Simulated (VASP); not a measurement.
# HgSb2 (Fd-3m) in VASP: notebook, part 2 of 2

VASP 6.6.1. The steps go on from the part before.

## Step 3: Relaxation of cell and atoms, PBE

This run uses another cell than the first one, of 29.92 Å³/atom, 1.009 times its volume.

File INCAR:

```
SYSTEM = HgSb2
PREC = Accurate
ENCUT = 600
EDIFF = 1E-6
ISMEAR = 0
SIGMA = 0.1
LREAL = .FALSE.
LASPH = .TRUE.
NELM = 80
ALGO = Normal
ISIF = 3
LWAVE = .FALSE.
LCHARG = .FALSE.
GGA = PE
IBRION = 2
NSW = 100
EDIFFG = -0.01
```

File KPOINTS:

```
regular mesh
0
G
  8 8 8
  0 0 0
```

File POSCAR:

```
HgSb2
1.0
    0.0000000000      4.4775436147      4.4775436147
    4.4775436147      0.0000000000      4.4775436147
    4.4775436147      4.4775436147      0.0000000000
Hg Sb
2 4
Direct
    0.5000000000      0.5000000000      0.5000000000
    0.7500000000      0.7500000000      0.7500000000
    0.1250000000      0.1250000000      0.1250000000
    0.6250000000      0.1250000000      0.1250000000
    0.1250000000      0.1250000000      0.6250000000
    0.1250000000      0.6250000000      0.1250000000
```

Potentials or basis: VASP PAW PBE potentials, release 64 (Hg, Sb).

Run with:

```console
> cat potpaw_PBE.64/Hg/POTCAR potpaw_PBE.64/Sb/POTCAR > POTCAR
> mpirun -np 1 vasp_std > vasp.out
```

OUTCAR:

```text
SYSTEM = HgSb2
   PREC = Accurate
   ENCUT = 600
   EDIFF = 1E-6
   ISMEAR = 0
   LREAL = .FALSE.
   LASPH = .TRUE.
   NELM = 80
   ISIF = 3
   GGA = PE
   IBRION = 2
   NSW = 100
   EDIFFG = -0.01

 ion  position               nearest neighbor table
   1  0.500  0.500  0.500-   3 3.71   5 3.71   3 3.71   5 3.71   4 3.71   6 3.71   4 3.71   6 3.71
                             6 3.71   3 3.71   5 3.71   4 3.71
   2  0.750  0.750  0.750-   4 3.71   6 3.71   4 3.71   6 3.71   3 3.71   5 3.71   3 3.71   5 3.71
                             3 3.71   5 3.71   4 3.71   6 3.71
   3  0.125  0.125  0.125-   4 3.17   5 3.17   6 3.17   5 3.17   6 3.17   4 3.17   1 3.71   2 3.71
                             1 3.71   2 3.71   1 3.71   2 3.71
   4  0.625  0.125  0.125-   3 3.17   5 3.17   6 3.17   3 3.17   5 3.17   6 3.17   2 3.71   2 3.71
                             1 3.71   1 3.71   2 3.71   1 3.71
   5  0.125  0.125  0.625-   3 3.17   3 3.17   4 3.17   6 3.17   6 3.17   4 3.17   1 3.71   2 3.71
                             1 3.71   2 3.71   1 3.71   2 3.71
   6  0.125  0.625  0.125-   3 3.17   5 3.17   3 3.17   4 3.17   5 3.17   4 3.17   2 3.71   2 3.71
                             1 3.71   1 3.71   1 3.71   2 3.71

  LATTYP: Found a face centered cubic cell.
 ALAT       =     8.9550872294

  Lattice vectors:

 A1 = (   0.0000000000,   4.4775436147,   4.4775436147)
 A2 = (   4.4775436147,   0.0000000000,   4.4775436147)
 A3 = (   4.4775436147,   4.4775436147,   0.0000000000)

Analysis of symmetry for initial positions (statically):
=====================================================================
 Subroutine PRICEL returns:
 Original cell was already a primitive cell.

 Routine SETGRP: Setting up the symmetry group for a
 face centered cubic supercell.

 Subroutine GETGRP returns: Found 48 space group operations
 (whereof 24 operations were pure point group operations)
 out of a pool of 48 trial point group operations.
[... 204 lines left out ...]
 -----------------------------------------------------------------------------------
    total drift:                                0.000000      0.000000      0.000000

  FREE ENERGIE OF THE ION-ELECTRON SYSTEM (eV)
  ---------------------------------------------------
  free  energy   TOTEN  =       -15.6170131579 eV

  energy  without entropy=      -15.6022850983  energy(sigma->0) =      -15.60964913

--------------------------------------- Ionic step        2  -------------------------------------------

 number of electron      43.9999999 magnetization

 Free energy of the ion-electron system (eV)
  ---------------------------------------------------
  ext. energy  EPLUGINS =         0.00000000
  ---------------------------------------------------
  free energy    TOTEN  =       -15.61911330 eV

  energy without entropy =      -15.60464087  energy(sigma->0) =      -15.61187709

 E-fermi :   5.0241     XC(G=0):  -9.7034

 val. band max:        4.9872002680   @ k =   0.5000   0.2500   0.0000
 cond. band min:       5.0286801478   @ k =   0.5000   0.3750   0.0000
 fundamental gap:      0.0414798798
 Fermi energy:         5.0240734617

 k-point     1 :       0.0000    0.0000    0.0000
  band No.  band energies     occupation
      1      -6.8891      2.00000
      2      -2.7133      2.00000
      3      -2.7133      2.00000
      4      -2.7133      2.00000
      5      -1.0818      2.00000
      6      -1.0818      2.00000
[... 685 lines left out ...]
     25       6.2634      0.00000
     26       7.3042      0.00000

 [... further k-points ...]

------------------------ aborting loop because EDIFF is reached ----------------------------------------

  FORCE on cell =-STRESS in cart. coord.  units (eV):
  Direction    XX          YY          ZZ          XY          YZ          ZX
  --------------------------------------------------------------------------------------
  -------------------------------------------------------------------------------------
  Total        0.0579222      0.0579222      0.0579222     -0.0000000      0.0000000     -0.0000000
  in kB        0.5224120      0.5224120      0.5224120     -0.0000000      0.0000000     -0.0000000
  external PRESSURE =       0.5224120 kB  Pullay stress =       0.0000000 kB

 VOLUME and BASIS-vectors are now :
 -----------------------------------------------------------------------------
  energy-cutoff  :      600.00
  volume of cell :      177.64
      direct lattice vectors                 reciprocal lattice vectors
     0.000000000  4.461738983  4.461738983    -0.112063929  0.112063929  0.112063929
     4.461738983  0.000000000  4.461738983     0.112063929 -0.112063929  0.112063929
     4.461738983  4.461738983 -0.000000000     0.112063929  0.112063929 -0.112063929

 POSITION                                       TOTAL-FORCE (eV/Angst)
 -----------------------------------------------------------------------------------
      4.46174      4.46174      4.46174         0.000000      0.000000      0.000000
      6.69261      6.69261      6.69261        -0.000000     -0.000000     -0.000000
      1.11543      1.11543      1.11543         0.000000      0.000000      0.000000
      1.11543      3.34630      3.34630         0.000000      0.000000      0.000000
      3.34630      3.34630      1.11543         0.000000      0.000000      0.000000
      3.34630      1.11543      3.34630         0.000000      0.000000      0.000000
 -----------------------------------------------------------------------------------
    total drift:                                0.000000      0.000000      0.000000

  FREE ENERGIE OF THE ION-ELECTRON SYSTEM (eV)
  ---------------------------------------------------
  free  energy   TOTEN  =       -15.6191133012 eV

  energy  without entropy=      -15.6046408698  energy(sigma->0) =      -15.61187709

 reached required accuracy - stopping structural energy minimisation
```

Run time: 3.6 min. Hardware: 1 thread of Intel Xeon 6975P-C (Granite Rapids), shared host; peak memory 0.47 GiB.

Results:

```yaml
Free_energy: -15.6191 eV
Relaxed_volume: 29.61 Å³/atom
Relaxed_cell: a = 6.310 Å, b = 6.310 Å, c = 6.310 Å, α = 60.00°, β = 60.00°, γ = 60.00°
Space_group_after_relaxing_to_0.05_Å: Fd-3m (No. 227)
Energy_gained_by_relaxing: 0.4 meV/atom
Ionic_steps: 2
Pressure_after_relaxing: 0.1 GPa
Band_gap_on_the_k_mesh: zero (band 22 reaches 5.68 eV, above the bottom of band 23 at 4.81 eV)
```

Step by step:
| step | energy change (eV) | largest force (eV/Å) | pressure (GPa) | volume (Å³) |
| --- | --- | --- | --- | --- |
| 1 | 0.0000 | 0.0000 | -0.39 | 179.54 |
| 2 | -0.0021 | 0.0000 | 0.05 | 177.64 |

Final structure:
```cif
data_structure
_symmetry_space_group_name_H-M 'P 1'
_symmetry_Int_Tables_number 1
_cell_length_a 6.3099
_cell_length_b 6.3099
_cell_length_c 6.3099
_cell_angle_alpha 60.000
_cell_angle_beta 60.000
_cell_angle_gamma 60.000
_cell_volume 177.64
loop_
_atom_site_label
_atom_site_type_symbol
_atom_site_fract_x
_atom_site_fract_y
_atom_site_fract_z
_atom_site_occupancy
Hg1 Hg 0.50000 0.50000 0.50000 1
Hg2 Hg 0.75000 0.75000 0.75000 1
Sb1 Sb 0.12500 0.12500 0.12500 1
Sb2 Sb 0.62500 0.12500 0.12500 1
Sb3 Sb 0.12500 0.12500 0.62500 1
Sb4 Sb 0.12500 0.62500 0.12500 1
```

Caveat: spin-orbit coupling is left out, which moves the levels of the heavy elements.
